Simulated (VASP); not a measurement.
C, 2 atoms in the cell. It takes space group Fmmm (No. 69, orthorhombic). Conventional cell: a = 2.459 Å, b = 4.256 Å, c = 6.649 Å, α = 90.00°, β = 90.00°, γ = 90.00°. C (site symmetry m2m) has 1 C at 1.12 Å within 1.5 Å.  This cell differs from its parent crystal: atoms shifted along a free coordinate.

```yaml
Program: VASP 6.6.1
Task: single point
Functional: PBEsol
Dispersion: D3(BJ)
Potentials_or_basis: VASP PAW PBE potentials, release 64 (C)
Cutoff: 520 eV
k_mesh: 16 × 16 × 16
Occupations: gaussian, width 0.03 eV
Spin: no spin polarisation
Dipole_correction: no
Further_INCAR_settings: ALGO = Normal; EDIFF = 1e-07; NBANDS = 11
```

Potentials or basis: VASP PAW PBE potentials, release 64 (C).

Launch:

```console
$ cat potpaw_PBE.64/C/POTCAR > POTCAR
$ mpirun -np 1 vasp_std > vasp.out
```

Hardware: 1 thread of Intel Xeon 8259CL (shared host).

Task: How long does it take, and how much memory?

Result: Run time: 3.8 min on 1 thread of Intel Xeon 8259CL (shared host), peak memory 0.22 GiB. Counts: scf iterations 14, k points 621.
